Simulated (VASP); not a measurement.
Input of a VASP 6.6.1 run:

INCAR

```
SYSTEM = CsBr
PREC = Accurate
ENCUT = 500
EDIFF = 1E-6
ISMEAR = 0
SIGMA = 0.02
LREAL = .FALSE.
LASPH = .TRUE.
NELM = 120
ALGO = Normal
ISIF = 2
LWAVE = .FALSE.
LCHARG = .FALSE.
GGA = PE
NBANDS = 15
GGA_COMPAT = .FALSE.
```

File KPOINTS:

```
Automatic mesh
0
G
  6 6 6
  0 0 0
```

POSCAR

```
CsBr
1.0
    4.2860000000      0.0000000000      0.0000000000
    0.0000000000      4.2860000000      0.0000000000
    0.0000000000      0.0000000000      4.2860000000
Cs Br
1 1
Direct
    0.0000000000      0.0000000000      0.0000000000
    0.5000000000      0.5000000000      0.5000000000
```

Potentials or basis: VASP PAW PBE potentials, release 64 (Cs_sv, Br).

The run is started by

```sh
$ cat potpaw_PBE.64/Cs_sv/POTCAR potpaw_PBE.64/Br/POTCAR > POTCAR
$ mpirun -np 1 vasp_std > vasp.out
```

(1) What does it give for the pressure?

(2) What does it give for the band gap on the k mesh?

Results:

(1) 1.1 GPa.

(2) 4.52 eV, direct.

Caveat: spin-orbit coupling is left out, which moves the levels of the heavy elements.
